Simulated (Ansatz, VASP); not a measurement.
# PbF2: VASP beside Ansatz

```
Pb F
1.0
     2.12108    1.22461    3.46602
    -2.12108    1.22461    3.46602
     0.00000   -2.44922    3.46602
Pb F
1 2
Direct
  0.00000 0.00000 0.00000
  0.24995 0.24995 0.24995
  0.75005 0.75005 0.75005
```

Alike in both runs: functional PBE; k mesh 12 × 12 × 12; occupations gaussian, width 0.05 eV; no spin polarisation.

Ansatz relaxed the structure, and its values are those at the end. VASP's run is a single point on that final structure, the one shown.

|  | VASP | Ansatz |
| --- | --- | --- |
| version | VASP 6.6.1 | Ansatz 0.2.0 |
| potentials or method | VASP PAW PBE potentials, release 64 (Pb_d, F), cutoff 520 eV | scalar-relativistic, plane waves, PAW |
| valence electrons in the cell | 28 | 28 |

```tsv
	VASP	Ansatz	Ansatz less VASP
gap on the k mesh at the Fermi level (eV)	4.42	4.42	+0.003
least direct gap on the mesh (eV)	4.56	4.56	+0.002
pressure (GPa)	-0.2	0.0	+0.21
```

The functional is the same, so the differences come from potentials, cutoffs and numerics.

Neither program's run includes spin-orbit coupling.
